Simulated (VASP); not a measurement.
# BeZn3Te4 (P-4m2) in VASP: single point with PBE

Aim: the single point of BeZn3Te4 with PBE.

All numbers are computed with VASP 6.6.1; they aren't measurements. Logs are shortened: lines on timing, memory, paths and dates and some standing lists are left out, and cuts for length are marked.

### Step 1. The cell of the first run

It takes space group P-4m2 (No. 115, tetragonal). Conventional cell: a = 4.270 Å, b = 4.270 Å, c = 12.162 Å, α = 90.00°, β = 90.00°, γ = 90.00°. Be (site symmetry -4m2) has 4 Te at 2.51 Å within 3.3 Å. Zn (site symmetry 2mm) has 4 Te at 2.66 Å within 3.5 Å. Within 3.5 Å of Zn (site symmetry -4m2) lie 4 Te at 2.66 Å. Within 3.3 Å of Te (site symmetry 2mm) lie 2 Be at 2.51 Å and 2 Zn at 2.66 Å. Within 3.5 Å of Te (site symmetry 2mm) lie 4 Zn at 2.66 Å.

### Step 2. Single point, PBE

File INCAR:

```
SYSTEM = BeZn3Te4
  ALGO = Normal
  EDIFF = 1E-6
  ENCUT = 520
  GGA = PE
  ISIF = 2
  ISMEAR = 0
  LASPH = .True.
  LCHARG = .False.
  LREAL = .False.
  LWAVE = .False.
  NBANDS = 41
  NELM = 80
  PREC = Accurate
  SIGMA = 0.02
```

File KPOINTS:

```
k-points
0
Gamma
  6 6 4
  0 0 0
```

File POSCAR:

```
BeZn3Te4
1.0
    4.2697297130      0.0000000000      0.0000000000
    0.0000000000      4.2697297130      0.0000000000
    0.0000000000      0.0000000000     12.1619630821
Be Zn Te
1 3 4
Direct
    0.5000000000      0.5000000000      0.5000000000
    0.0000000000      0.0000000000      0.7401565307
    0.0000000000      0.0000000000      0.2598434693
    0.5000000000      0.5000000000      0.0000000000
    0.5000000000      0.0000000000      0.6091437257
    0.0000000000      0.5000000000      0.3908562743
    0.5000000000      0.0000000000      0.1299917259
    0.0000000000      0.5000000000      0.8700082741
```

Potentials or basis: VASP PAW PBE potentials, release 64 (Be, Zn, Te).

The run is started by

```console
$ cat potpaw_PBE.64/Be/POTCAR potpaw_PBE.64/Zn/POTCAR potpaw_PBE.64/Te/POTCAR > POTCAR
$ mpirun -np 1 vasp_std > vasp.out
```

OUTCAR:

```text
SYSTEM = BeZn3Te4
   EDIFF = 1E-6
   ENCUT = 520
   GGA = PE
   ISIF = 2
   ISMEAR = 0
   LASPH = .True.
   LREAL = .False.
   NELM = 80
   PREC = Accurate

 ion  position               nearest neighbor table
   1  0.500  0.500  0.500-   5 2.51   6 2.51   5 2.51   6 2.51
   2  0.000  0.000  0.740-   8 2.66   8 2.66   5 2.66   5 2.66
   3  0.000  0.000  0.260-   7 2.66   7 2.66   6 2.66   6 2.66
   4  0.500  0.500  0.000-   7 2.66   8 2.66   7 2.66   8 2.66
   5  0.500  0.000  0.609-   1 2.51   1 2.51   2 2.66   2 2.66
   6  0.000  0.500  0.391-   1 2.51   1 2.51   3 2.66   3 2.66
   7  0.500  0.000  0.130-   3 2.66   3 2.66   4 2.66   4 2.66
   8  0.000  0.500  0.870-   2 2.66   2 2.66   4 2.66   4 2.66

  LATTYP: Found a simple tetragonal cell.
 ALAT       =     4.2697297130
 C/A-ratio  =     2.8484152159

  Lattice vectors:

 A1 = (   4.2697297130,   0.0000000000,   0.0000000000)
 A2 = (   0.0000000000,   4.2697297130,   0.0000000000)
 A3 = (   0.0000000000,   0.0000000000,  12.1619630821)

Analysis of symmetry for initial positions (statically):
=====================================================================
 Subroutine PRICEL returns:
 Original cell was already a primitive cell.

 Routine SETGRP: Setting up the symmetry group for a
 simple tetragonal supercell.

 Subroutine GETGRP returns: Found  8 space group operations
 (whereof  8 operations were pure point group operations)
 out of a pool of 16 trial point group operations.

The static configuration has the point symmetry D_2d.

Analysis of symmetry for dynamics (positions and initial velocities):
=====================================================================
 Subroutine PRICEL returns:
 Original cell was already a primitive cell.

 Routine SETGRP: Setting up the symmetry group for a
 simple tetragonal supercell.

 Subroutine GETGRP returns: Found  8 space group operations
 (whereof  8 operations were pure point group operations)
 out of a pool of 16 trial point group operations.

The dynamic configuration has the point symmetry D_2d.

 Subroutine INISYM returns: Found  8 space group operations
 (whereof  8 operations are pure point group operations),
 and found     1 'primitive' translations

----------------------------------------------------------------------------------------

                                     Primitive cell

  volume of cell :     221.7198

  direct lattice vectors                    reciprocal lattice vectors
     4.269729713  0.000000000  0.000000000     0.234206863  0.000000000  0.000000000
     0.000000000  4.269729713  0.000000000     0.000000000  0.234206863  0.000000000
     0.000000000  0.000000000 12.161963082     0.000000000  0.000000000  0.082223568

  length of vectors
     4.269729713  4.269729713 12.161963082     0.234206863  0.234206863  0.082223568

  position of ions in fractional coordinates (direct lattice)
     0.500000000  0.500000000  0.500000000
     0.000000000  0.000000000  0.740156531
     0.000000000  0.000000000  0.259843469
     0.500000000  0.500000000  0.000000000
     0.500000000  0.000000000  0.609143726
     0.000000000  0.500000000  0.390856274
     0.500000000  0.000000000  0.129991726
     0.000000000  0.500000000  0.870008274

  ion indices of the primitive-cell ions
   primitive index   ion index
                 1           1
                 2           2
                 3           3
                 4           4
                 5           5
                 6           6
                 7           7
                 8           8

----------------------------------------------------------------------------------------

 KPOINTS: k-points

Automatic generation of k-mesh.
 Grid dimensions read from file:
 generate k-points for:    6    6    4

 Generating k-lattice:

  Cartesian coordinates                     Fractional coordinates (reciprocal lattice)
     0.039034477  0.000000000  0.000000000     0.166666667  0.000000000  0.000000000
     0.000000000  0.039034477  0.000000000     0.000000000  0.166666667  0.000000000
     0.000000000  0.000000000  0.020555892     0.000000000  0.000000000  0.250000000

  Length of vectors
     0.039034477  0.039034477  0.020555892

  Shift w.r.t. Gamma in fractional coordinates (k-lattice)
     0.000000000  0.000000000  0.000000000

 Subroutine IBZKPT returns following result:
 ===========================================

 Found     30 irreducible k-points:

 Following reciprocal coordinates:
            Coordinates               Weight
  0.000000  0.000000  0.000000      1.000000
  0.166667  0.000000  0.000000      4.000000
  0.333333  0.000000  0.000000      4.000000
  0.500000  0.000000  0.000000      2.000000
  0.166667  0.166667  0.000000      4.000000
  0.333333  0.166667  0.000000      8.000000
[... 16 lines left out ...]
  0.333333  0.000000  0.500000      4.000000
  0.500000  0.000000  0.500000      2.000000
 [... further k-points ...]
   k-points           NKPTS =     30   k-points in BZ     NKDIM =     30   number of bands    NBANDS=     41
   number of dos      NEDOS =    301   number of ions     NIONS =      8
   total plane-waves  NPLWV =  92160
   dimension x,y,z NGX =    32 NGY =   32 NGZ =   90
   dimension x,y,z NGXF=    64 NGYF=   64 NGZF=  180
   ions per type =               1   3   4
   NGX,Y,Z   is equivalent  to a cutoff of  12.46, 12.46, 12.30 a.u.
   NGXF,Y,Z  is equivalent  to a cutoff of  24.92, 24.92, 24.60 a.u.
 SYSTEM =  BeZn3Te4
   PREC   = accura    normal or accurate (medium, high low for compatibility)
   ISTART =      0    job   : 0-new  1-cont  2-samecut
   ICHARG =      2    charge: 1-file 2-atom 10-const
   ISPIN  =      1    spin polarized calculation?
   LNONCOLLINEAR =      F non collinear calculations
   LSORBIT =      F    spin-orbit coupling
   LASPH  =      T    aspherical Exc in radial PAW
   ENCUT  =  520.0 eV  38.22 Ry    6.18 a.u.   7.94  7.94 22.61*2*pi/ulx,y,z
   NELM   =     80;   NELMIN=  2; NELMDL= -5     # of ELM steps
   EDIFF  = 0.1E-05   stopping-criterion for ELM
   LREAL  =      F    real-space projection
[... 7 lines left out ...]
   TEBEG  =    0.0;   TEEND  =   0.0 temperature during run
   PSTRESS=    0.0 pullay stress
   NELECT =      62.0000    total number of electrons
   NUPDOWN=      -1.0000    fix difference up-down
   EMIN   =  10.00;   EMAX   =-10.00  energy-range for DOS
   EFERMI =   0.00;   METHOD = LEGACY
   ISMEAR =     0;   SIGMA  =   0.02  broadening in eV -4-tet -1-fermi 0-gaus
   EFERMI_NEDOS =   21; number of points for ismear=-14 and -15
   IALGO  =     38    algorithm
   IMIX   =      4    mixing-type and parameters
     AMIX     =   0.40;   BMIX     =  1.00
     AMIX_MAG =   1.60;   BMIX_MAG =  1.00
  volume/ion in A,a.u.               =      27.71       187.03
  Fermi-wavevector in a.u.,A,eV,Ry     =   1.070542  2.023032 15.593110  1.146061
  Thomas-Fermi vector in A             =   2.206256
   LORBIT       =      0    0 simple, 1 ext, 2 COOP (PROOUT), +10 PAW based schemes
   GGA     = PE    functional components
   LHFCALC =     F    Hartree Fock is set to
   AEXX    =    0.0000 exact exchange contribution
   IVDW    =     0    specifies the selected vdW correction
   LEPSILON=     F    determine dielectric tensor
   LRPA    =     F    only Hartree local field effects (RPA)
 non-spin polarized calculation
 Gauss-broadening in eV      SIGMA  =   0.02
  energy-cutoff  :      520.00
  volume of cell :      221.72
 maximum number of plane-waves:      6040
 NGX is ok and might be reduce to    32
   NGX = 15   NGY = 15   NGZ = 45

 number of electron      62.0000085 magnetization

 Free energy of the ion-electron system (eV)
  ---------------------------------------------------
  ext. energy  EPLUGINS =         0.00000000
  ---------------------------------------------------
  free energy    TOTEN  =       -23.03784124 eV

  energy without entropy =      -23.03784124  energy(sigma->0) =      -23.03784124

 E-fermi :   3.4656     XC(G=0):  -8.8456

 val. band max:        3.3473418935   @ k =   0.0000   0.0000   0.0000
 cond. band min:       4.8604238633   @ k =   0.0000   0.0000   0.0000
 fundamental gap:      1.5130819697
 Fermi energy:         3.4656174400

 k-point     1 :       0.0000    0.0000    0.0000
  band No.  band energies     occupation
      1      -8.4124      2.00000
      2      -7.9183      2.00000
      3      -7.7910      2.00000
      4      -7.1343      2.00000
      5      -3.5037      2.00000
      6      -3.4827      2.00000
[... 33 lines left out ...]
     40       7.5292      0.00000
     41       7.6439      0.00000

 k-point     2 :       0.1667    0.0000    0.0000
  band No.  band energies     occupation
      1      -8.2818      2.00000
      2      -7.8291      2.00000
      3      -7.7127      2.00000
      4      -7.1399      2.00000
      5      -3.4876      2.00000
      6      -3.4785      2.00000
[... 33 lines left out ...]
     40       7.7062      0.00000
     41       8.2904      0.00000

 k-point     3 :       0.3333    0.0000    0.0000
  band No.  band energies     occupation
      1      -7.9350      2.00000
      2      -7.6268      2.00000
      3      -7.5509      2.00000
      4      -7.2297      2.00000
      5      -3.4682      2.00000
      6      -3.4593      2.00000
[... 33 lines left out ...]
     40       8.6459      0.00000
     41       8.8143      0.00000

 k-point     4 :       0.5000    0.0000    0.0000
  band No.  band energies     occupation
      1      -7.5265      2.00000
      2      -7.5115      2.00000
      3      -7.4900      2.00000
      4      -7.4844      2.00000
      5      -3.4557      2.00000
      6      -3.4555      2.00000
[... 825 lines left out ...]
     40       8.0104      0.00000
     41       8.4490      0.00000

 k-point    23 :       0.3333    0.0000    0.5000
  band No.  band energies     occupation
      1      -7.8766      2.00000
      2      -7.7889      2.00000
      3      -7.3870      2.00000
      4      -7.2896      2.00000
      5      -3.4664      2.00000
      6      -3.4602      2.00000
[... 33 lines left out ...]
     40       8.4066      0.00000
     41       8.4797      0.00000

 k-point    24 :       0.5000    0.0000    0.5000
  band No.  band energies     occupation
      1      -7.5179      2.00000
      2      -7.5049      2.00000
      3      -7.4989      2.00000
      4      -7.4911      2.00000
      5      -3.4570      2.00000
      6      -3.4569      2.00000
[... 33 lines left out ...]
     40       8.4170      0.00000
     41       8.6099      0.00000

 [... further k-points ...]
[... 5 lines left out ...]
  --------------------------------------------------------------------------------------
  -------------------------------------------------------------------------------------
  Total        0.1240436      0.1240436      0.1231472      0.0000000     -0.0000000      0.0000000
  in kB        0.8963558      0.8963558      0.8898782      0.0000000     -0.0000000      0.0000000
  external PRESSURE =       0.8941966 kB  Pullay stress =       0.0000000 kB

 VOLUME and BASIS-vectors are now :
 -----------------------------------------------------------------------------
  energy-cutoff  :      520.00
  volume of cell :      221.72
      direct lattice vectors                 reciprocal lattice vectors
     4.269729713  0.000000000  0.000000000     0.234206863  0.000000000  0.000000000
     0.000000000  4.269729713  0.000000000     0.000000000  0.234206863  0.000000000
     0.000000000  0.000000000 12.161963082     0.000000000  0.000000000  0.082223568

 POSITION                                       TOTAL-FORCE (eV/Angst)
 -----------------------------------------------------------------------------------
      2.13486      2.13486      6.08098        -0.000000      0.000000      0.000000
      0.00000      0.00000      9.00176         0.000000      0.000000     -0.001013
      0.00000      0.00000      3.16021         0.000000      0.000000      0.001013
      2.13486      2.13486      0.00000         0.000000     -0.000000      0.000000
      2.13486      0.00000      7.40838         0.000000      0.000000     -0.001675
      0.00000      2.13486      4.75358         0.000000      0.000000      0.001675
      2.13486      0.00000      1.58095        -0.000000      0.000000      0.000154
      0.00000      2.13486     10.58101         0.000000      0.000000     -0.000154
 -----------------------------------------------------------------------------------
    total drift:                                0.000000     -0.000000     -0.000000

  FREE ENERGIE OF THE ION-ELECTRON SYSTEM (eV)
  ---------------------------------------------------
  free  energy   TOTEN  =       -23.0378412373 eV

  energy  without entropy=      -23.0378412373  energy(sigma->0) =      -23.03784124
```

Wall time 3.3 min (1 thread of Intel Xeon Platinum 8259CL at 2.50GHz (Skylake/Cascade Lake), shared host); peak memory 0.43 GiB.

Results:

```
Free energy            : -23.0378 eV
Pressure               : 0.1 GPa
Band gap on the k mesh : 1.51 eV
```

Caveat: spin-orbit coupling is left out, which moves the levels of the heavy elements. A k mesh can miss the band edges.
